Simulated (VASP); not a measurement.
# W (Pm-3m) in VASP: further runs

Runs on W. Level: PBE. Tasks: single point.

Program: VASP 6.6.1. These are calculated values, not measurements. Logs are shortened: lines on timing, memory, paths and dates and some standing lists are left out, and cuts for length are marked.

## (1) The cell of the first run

Symmetry: Pm-3m, No. 221, cubic system. The conventional cell has a = 2.659 Å, b = 2.659 Å, c = 2.659 Å, α = 90.00°, β = 90.00°, γ = 90.00°. W (site symmetry m-3m) has 6 W at 2.66 Å within 3.5 Å.

## (2) Single point, PBE

INCAR reads:

```
SYSTEM = W
ALGO = Normal ; EDIFF = 1E-6
ENCUT = 520 ; GGA = PE
ISIF = 2 ; ISMEAR = -1
LASPH = .True. ; LCHARG = .True.
LELF = .True. ; LREAL = .False.
LVHAR = .True. ; LWAVE = .False.
NBANDS = 13 ; NELM = 60
PREC = Accurate ; SIGMA = 0.06122561905347299
```

KPOINTS reads:

```
k-points
0
Gamma
  21 21 21
  0 0 0
```

POSCAR reads:

```
W
1.0
    2.6594869457      0.0000000000      0.0000000000
    0.0000000000      2.6594869457      0.0000000000
    0.0000000000      0.0000000000      2.6594869457
W
1
Direct
    0.0000000000      0.0000000000      0.0000000000
```

Potentials or basis: VASP PAW PBE potentials, release 64 (W_sv).

The run is started by

```sh
cat potpaw_PBE.64/W_sv/POTCAR > POTCAR
mpirun -np 1 vasp_std > vasp.out
```

OUTCAR:

```text
SYSTEM = W
   EDIFF = 1E-6
   ENCUT = 520
   GGA = PE
   ISIF = 2
   ISMEAR = -1
   LASPH = .True.
   LREAL = .False.
   NELM = 60
   PREC = Accurate

 ion  position               nearest neighbor table
   1  0.000  0.000  0.000-

  LATTYP: Found a simple cubic cell.
 ALAT       =     2.6594869457

  Lattice vectors:

 A1 = (   2.6594869457,   0.0000000000,   0.0000000000)
 A2 = (   0.0000000000,   2.6594869457,   0.0000000000)
 A3 = (   0.0000000000,   0.0000000000,   2.6594869457)

Analysis of symmetry for initial positions (statically):
=====================================================================
 Subroutine PRICEL returns:
 Original cell was already a primitive cell.

 Routine SETGRP: Setting up the symmetry group for a
 simple cubic supercell.

 Subroutine GETGRP returns: Found 48 space group operations
 (whereof 48 operations were pure point group operations)
 out of a pool of 48 trial point group operations.

The static configuration has the point symmetry O_h .

Analysis of symmetry for dynamics (positions and initial velocities):
=====================================================================
 Subroutine PRICEL returns:
 Original cell was already a primitive cell.

 Routine SETGRP: Setting up the symmetry group for a
 simple cubic supercell.

 Subroutine GETGRP returns: Found 48 space group operations
 (whereof 48 operations were pure point group operations)
 out of a pool of 48 trial point group operations.

The dynamic configuration has the point symmetry O_h .

 Subroutine INISYM returns: Found 48 space group operations
 (whereof 48 operations are pure point group operations),
 and found     1 'primitive' translations

----------------------------------------------------------------------------------------

                                     Primitive cell

  volume of cell :      18.8102

  direct lattice vectors                    reciprocal lattice vectors
     2.659486946  0.000000000  0.000000000     0.376012374  0.000000000  0.000000000
     0.000000000  2.659486946  0.000000000     0.000000000  0.376012374  0.000000000
     0.000000000  0.000000000  2.659486946     0.000000000  0.000000000  0.376012374

  length of vectors
     2.659486946  2.659486946  2.659486946     0.376012374  0.376012374  0.376012374

  position of ions in fractional coordinates (direct lattice)
     0.000000000  0.000000000  0.000000000

  ion indices of the primitive-cell ions
   primitive index   ion index
                 1           1

----------------------------------------------------------------------------------------

 KPOINTS: k-points

Automatic generation of k-mesh.
 Grid dimensions read from file:
 generate k-points for:   21   21   21

 Generating k-lattice:

  Cartesian coordinates                     Fractional coordinates (reciprocal lattice)
     0.017905351  0.000000000  0.000000000     0.047619048  0.000000000  0.000000000
     0.000000000  0.017905351  0.000000000     0.000000000  0.047619048  0.000000000
     0.000000000  0.000000000  0.017905351     0.000000000  0.000000000  0.047619048

  Length of vectors
     0.017905351  0.017905351  0.017905351

  Shift w.r.t. Gamma in fractional coordinates (k-lattice)
     0.000000000  0.000000000  0.000000000

 Subroutine IBZKPT returns following result:
 ===========================================

 Found    286 irreducible k-points:

 Following reciprocal coordinates:
            Coordinates               Weight
  0.000000  0.000000  0.000000      1.000000
  0.047619  0.000000  0.000000      6.000000
  0.095238  0.000000  0.000000      6.000000
  0.142857  0.000000  0.000000      6.000000
  0.190476  0.000000  0.000000      6.000000
  0.238095  0.000000  0.000000      6.000000
[... 16 lines left out ...]
  0.142857  0.095238  0.000000     24.000000
  0.190476  0.095238  0.000000     24.000000
 [... further k-points ...]
   k-points           NKPTS =    286   k-points in BZ     NKDIM =    286   number of bands    NBANDS=     13
   number of dos      NEDOS =    301   number of ions     NIONS =      1
   total plane-waves  NPLWV =   8000
   dimension x,y,z NGX =    20 NGY =   20 NGZ =   20
   dimension x,y,z NGXF=    40 NGYF=   40 NGZF=   40
   ions per type =               1
   NGX,Y,Z   is equivalent  to a cutoff of  12.50, 12.50, 12.50 a.u.
   NGXF,Y,Z  is equivalent  to a cutoff of  25.00, 25.00, 25.00 a.u.
 SYSTEM =  W
   PREC   = accura    normal or accurate (medium, high low for compatibility)
   ISTART =      0    job   : 0-new  1-cont  2-samecut
   ICHARG =      2    charge: 1-file 2-atom 10-const
   ISPIN  =      1    spin polarized calculation?
   LNONCOLLINEAR =      F non collinear calculations
   LSORBIT =      F    spin-orbit coupling
   LASPH  =      T    aspherical Exc in radial PAW
   ENCUT  =  520.0 eV  38.22 Ry    6.18 a.u.   4.94  4.94  4.94*2*pi/ulx,y,z
   NELM   =     60;   NELMIN=  2; NELMDL= -5     # of ELM steps
   EDIFF  = 0.1E-05   stopping-criterion for ELM
   LREAL  =      F    real-space projection
   EDIFFG = 0.1E-04   stopping-criterion for IOM
   NSW    =      0    number of steps for IOM
   IBRION =     -1    ionic relax: 0-MD 1-quasi-New 2-CG
   NFREE  =      0    steps in history (QN), initial steepest desc. (CG)
   ISIF   =      2    stress and relaxation
   ISYM   =      2    0-nonsym 1-usesym 2-fastsym
   POTIM  = 0.5000    time-step for ionic-motion
   TEBEG  =    0.0;   TEEND  =   0.0 temperature during run
   PSTRESS=    0.0 pullay stress
   NELECT =      14.0000    total number of electrons
   NUPDOWN=      -1.0000    fix difference up-down
   EMIN   =  10.00;   EMAX   =-10.00  energy-range for DOS
   EFERMI =   0.00;   METHOD = LEGACY
   ISMEAR =    -1;   SIGMA  =   0.06  broadening in eV -4-tet -1-fermi 0-gaus
   EFERMI_NEDOS =   21; number of points for ismear=-14 and -15
   IALGO  =     38    algorithm
   IMIX   =      4    mixing-type and parameters
     AMIX     =   0.40;   BMIX     =  1.00
     AMIX_MAG =   1.60;   BMIX_MAG =  1.00
  volume/ion in A,a.u.               =      18.81       126.94
  Fermi-wavevector in a.u.,A,eV,Ry     =   1.483610  2.803616 29.947750  2.201098
  Thomas-Fermi vector in A             =   2.597250
   LORBIT       =      0    0 simple, 1 ext, 2 COOP (PROOUT), +10 PAW based schemes
   GGA     = PE    functional components
   LHFCALC =     F    Hartree Fock is set to
   AEXX    =    0.0000 exact exchange contribution
   IVDW    =     0    specifies the selected vdW correction
   LEPSILON=     F    determine dielectric tensor
   LRPA    =     F    only Hartree local field effects (RPA)
 non-spin polarized calculation
  energy-cutoff  :      520.00
  volume of cell :       18.81
 maximum number of plane-waves:       518
 NGX is ok and might be reduce to    20
   NGX =  9   NGY =  9   NGZ =  9

 number of electron      13.9999994 magnetization

 Free energy of the ion-electron system (eV)
  ---------------------------------------------------
  ext. energy  EPLUGINS =         0.00000000
  ---------------------------------------------------
  free energy    TOTEN  =       -11.50692725 eV

  energy without entropy =      -11.49291318  energy(sigma->0) =      -11.49992021

 E-fermi :   9.0253     XC(G=0): -12.5486

 val. band max:        9.0166072594   @ k =   0.3810   0.3810   0.1429
 cond. band min:       9.0258706221   @ k =   0.3810   0.2857   0.0952
 fundamental gap:      0.0092633627
 Fermi energy:         9.0252631319

 k-point     1 :       0.0000    0.0000    0.0000
  band No.  band energies     occupation
      1     -65.1029      2.00000
      2     -28.7490      2.00000
      3     -28.7490      2.00000
      4     -28.7490      2.00000
      5       0.5953      2.00000
      6       4.8422      2.00000
      7       4.8422      2.00000
      8      13.5514      0.00000
      9      13.5514      0.00000
     10      13.5514      0.00000
     11      23.4395      0.00000
     12      23.4395      0.00000
     13      23.4395      0.00000

 k-point     2 :       0.0476    0.0000    0.0000
  band No.  band energies     occupation
      1     -65.1009      2.00000
      2     -28.7769      2.00000
      3     -28.7467      2.00000
      4     -28.7467      2.00000
      5       0.6675      2.00000
      6       4.8606      2.00000
      7       4.9162      2.00000
      8      13.4315      0.00000
      9      13.4315      0.00000
     10      13.5596      0.00000
     11      23.0180      0.00000
     12      23.5999      0.00000
     13      23.5999      0.00000

 k-point     3 :       0.0952    0.0000    0.0000
  band No.  band energies     occupation
      1     -65.0954      2.00000
      2     -28.8574      2.00000
      3     -28.7400      2.00000
      4     -28.7400      2.00000
      5       0.8766      2.00000
      6       4.9148      2.00000
      7       5.1369      2.00000
      8      13.1017      0.00000
      9      13.1017      0.00000
     10      13.5834      0.00000
     11      22.0389      0.00000
     12      24.0474      0.00000
     13      24.0474      0.00000
[... 305 lines left out ...]
 k-point    23 :       0.1429    0.0952    0.0000
  band No.  band energies     occupation
      1     -65.0794      2.00000
      2     -28.9724      2.00000
      3     -28.8365      2.00000
      4     -28.7205      2.00000
      5       1.4855      2.00000
      6       5.2183      2.00000
      7       5.6448      2.00000
      8      12.1187      0.00000
      9      12.6469      0.00000
     10      13.2188      0.00000
     11      21.4337      0.00000
     12      23.2566      0.00000
     13      25.3273      0.00000

 k-point    24 :       0.1905    0.0952    0.0000
  band No.  band energies     occupation
      1     -65.0684      2.00000
      2     -29.1274      2.00000
      3     -28.8225      2.00000
      4     -28.7071      2.00000
      5       1.8965      2.00000
      6       5.3419      2.00000
      7       6.1144      2.00000
      8      11.5698      0.00000
      9      12.1304      0.00000
     10      13.2643      0.00000
     11      20.3195      0.00000
     12      23.8961      0.00000
     13      26.1195      0.00000

 [... further k-points ...]
[... 5 lines left out ...]
  --------------------------------------------------------------------------------------
  -------------------------------------------------------------------------------------
  Total       -0.5330451     -0.5330451     -0.5330451     -0.0000000      0.0000000     -0.0000000
  in kB      -45.4026239    -45.4026239    -45.4026239     -0.0000000      0.0000000     -0.0000000
  external PRESSURE =     -45.4026239 kB  Pullay stress =       0.0000000 kB

 VOLUME and BASIS-vectors are now :
 -----------------------------------------------------------------------------
  energy-cutoff  :      520.00
  volume of cell :       18.81
      direct lattice vectors                 reciprocal lattice vectors
     2.659486946  0.000000000  0.000000000     0.376012374  0.000000000  0.000000000
     0.000000000  2.659486946  0.000000000     0.000000000  0.376012374  0.000000000
     0.000000000  0.000000000  2.659486946     0.000000000  0.000000000  0.376012374

 POSITION                                       TOTAL-FORCE (eV/Angst)
 -----------------------------------------------------------------------------------
      0.00000      0.00000      0.00000         0.000000      0.000000      0.000000
 -----------------------------------------------------------------------------------
    total drift:                               -0.000000      0.000000      0.000000

  FREE ENERGIE OF THE ION-ELECTRON SYSTEM (eV)
  ---------------------------------------------------
  free  energy   TOTEN  =       -11.5069272503 eV

  energy  without entropy=      -11.4929131773  energy(sigma->0) =      -11.49992021
```

It took 15 s on 1 thread of Intel Xeon 6975P-C (Granite Rapids), shared host; peak memory 0.17 GiB.

Results:

```yaml
Free_energy: -11.5069 eV
Pressure: -4.5 GPa
Band_gap_on_the_k_mesh: zero (band 7 reaches 10.83 eV, above the bottom of band 8 at 8.06 eV)
```

Caveat: spin-orbit coupling is left out, which moves the levels of the heavy elements.

## (3) Single point, PBE

INCAR reads:

```
PREC = Accurate
ENCUT = 520
EDIFF = 1E-6
ISMEAR = -1
SIGMA = 0.06122561905347299
LREAL = F
LASPH = T
NELM = 60
ALGO = Normal
ISIF = 2
LWAVE = F
LCHARG = F
GGA = PE
NBANDS = 13
```

KPOINTS reads:

```
regular mesh
0
Gamma
  21 21 21
```

POSCAR is that of step 2.

Potentials or basis: VASP PAW PBE potentials, release 64 (W_sv).

The run is started by

```sh
cat potpaw_PBE.64/W_sv/POTCAR > POTCAR
mpirun -np 1 vasp_std > vasp.out
```

Wall time 15 s (1 thread of Intel Xeon 6975P-C (Granite Rapids), shared host); peak memory 0.18 GiB.

It converged, with:

```yaml
Free_energy: -11.5069 eV
Pressure: -4.5 GPa
Band_gap_on_the_k_mesh: zero (band 7 reaches 10.83 eV, above the bottom of band 8 at 8.06 eV)
```

Levels at points of the mesh, in eV from the Fermi level:
```
           k point  band 5  band 6  band 7  band 8  band 9  band 10
(0.00, 0.00, 0.00)   -8.43   -4.18   -4.18    4.53    4.53     4.53
```

Caveat: spin-orbit coupling is left out, which moves the levels of the heavy elements.
